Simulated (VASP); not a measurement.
Runs of VASP 6.6.1 on Al2Ru. The structure is that of space group Fddd (No. 70), or close to it. The cells are those of the table. 

```csv
cell,gap on the mesh (eV),pressure (GPa),largest force (eV/Å)
"a = 6.157, b = 5.102, c = 4.738 Å, angles 77.4, 54.0, 48.7°, 6 atoms",none,-11.5,0.17
"a = 6.282, b = 5.145, c = 4.769 Å, angles 78.5, 53.4, 48.1°, 6 atoms",none,-9.8,0.42
"a = 6.123, b = 5.015, c = 4.648 Å, angles 78.5, 53.4, 48.1°, 6 atoms",none,(b),0.49
"a = 6.080, b = 5.038, c = 4.679 Å, angles 77.4, 54.0, 48.7°, 6 atoms",none,(a),0.21
"a = 5.843, b = 4.904, c = 4.563 Å, angles 76.1, 54.6, 49.3°, 6 atoms",-,4.5,0.04
```

Alike in all rows: task single point; level LDA; potentials or basis VASP PAW LDA potentials, release 64 (Al, Ru_pv); no spin polarisation; k mesh 10 × 10 × 10; cutoff (eV) 520; smearing gaussian 0.03 eV.

Fill in the values left out.

(a) -5.8; (b) 3.2.

Caveats: the stress differs along the axes, from -17 to -2 GPa (at least some runs); the stress differs along the axes, from -21 to 8 GPa (at least some runs); the stress differs along the axes, from -10 to 26 GPa (at least some runs); the stress differs along the axes, from -12 to 5 GPa (at least some runs); the cell stands under pressure (at least some runs).

A k mesh can miss the band edges, and the runs leave out spin-orbit coupling on Ru.

A gap of «none» marks levels without a gap at the run's occupations.
